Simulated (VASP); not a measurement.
Wanted: the native input for a VASP 6.6.1 run.

```
Task                   : single point
Functional             : PBE
Potentials or basis    : VASP PAW PBE potentials, release 64 (Nb_sv)
Cutoff                 : 520 eV
k mesh                 : 16 × 16 × 16
Occupations            : fermi-dirac, width 0.1 eV
Spin                   : no spin polarisation
Dipole correction      : no
Further INCAR settings : ALGO = Normal; EDIFF = 1e-06; NBANDS = 12
```

The structure of Nb lies in POSCAR:

```
Nb
1.0
    2.0544737013      0.0000000000      0.0000000000
    0.0000000000      2.0544737013      0.0000000000
    0.0000000000      0.0000000000      2.0544737013
Nb
1
Direct
    0.0000000000      0.0000000000      0.0000000000
```

This cell differs from its parent crystal: volume scaled by 0.43.

The input as run:

INCAR

```
SYSTEM = Nb
PREC = Accurate
ENCUT = 520
EDIFF = 1E-6
ISMEAR = -1
SIGMA = 0.1
LREAL = .False.
LASPH = .True.
NELM = 60
ALGO = Normal
ISIF = 2
LWAVE = .False.
LCHARG = .False.
GGA = PE
NBANDS = 12
```

KPOINTS

```
Automatic mesh
0
Gamma
  16 16 16
  0 0 0
```

Potentials or basis: VASP PAW PBE potentials, release 64 (Nb_sv).

Run with:

```bash
$ cat potpaw_PBE.64/Nb_sv/POTCAR > POTCAR
$ mpirun -np 1 vasp_std > vasp.out
```

Results of the run:

```yaml
Pressure: 587.4 GPa
```

Wall time 9.8 s on 1 thread of Intel(R) Xeon(R) Platinum 8259CL CPU @ 2.50GHz (Skylake/Cascade Lake), with other jobs on the host, peak memory 0.12 GiB.
